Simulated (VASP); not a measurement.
**Ti: single point with r2SCAN**

Ti:

```
Ti
1.0
     0.00000    1.94880    2.03000
     1.94880    0.00000    2.03000
     1.94880    1.94880    0.00000
Ti
1
Direct
  0.00000 0.00000 0.00000
```

This cell differs from its parent crystal: strain -0.040 along x and y, +0.000 along z.

```json
{
  "Program": "VASP 6.6.1",
  "Task": "single point",
  "Functional": "r2SCAN",
  "Potentials or basis": "VASP PAW PBE potentials, release 64 (Ti_sv)",
  "Cutoff": "520 eV",
  "k mesh": "20 × 20 × 20",
  "Occupations": "gaussian, width 0.15 eV",
  "Spin": "no spin polarisation",
  "Dipole correction": "no",
  "Further INCAR settings": "ALGO = Normal; EDIFF = 1e-07; NBANDS = 12"
}
```

```
Pressure               : 16.5 GPa
Band gap on the k mesh : zero (band 6 reaches 10.53 eV, above the bottom of band 7 at 8.96 eV)
```

Stress tensor (GPa, compression positive):
```
16.92  0.00  0.00
 0.00 16.92  0.00
 0.00  0.00 15.74
```

Levels at points of the mesh, in eV from the Fermi level:
```csv
k point,band 4,band 5,band 6,band 7,band 8,band 9
"(0.00, 0.00, 0.00)",-33.47,-6.71,0.84,1.21,1.21,2.93
"(0.50, 0.00, 0.00)",-33.57,-3.00,0.76,0.82,1.17,4.31
"(0.50, 0.50, 0.00)",-33.78,-3.11,-2.05,2.87,4.47,4.68
"(0.50, 0.00, 0.50)",-33.80,-3.14,-2.18,3.76,4.43,4.54
```

Run time: 4 min on 1 thread of Intel(R) Xeon(R) Platinum 8375C CPU @ 2.90GHz (Ice Lake), on a shared host, peak memory 0.23 GiB.

Caveat: the cell differs from its parent crystal (strain -0.040 along x and y, +0.000 along z); the PAW data sets were made with another functional, which shifts forces and pressure a little.
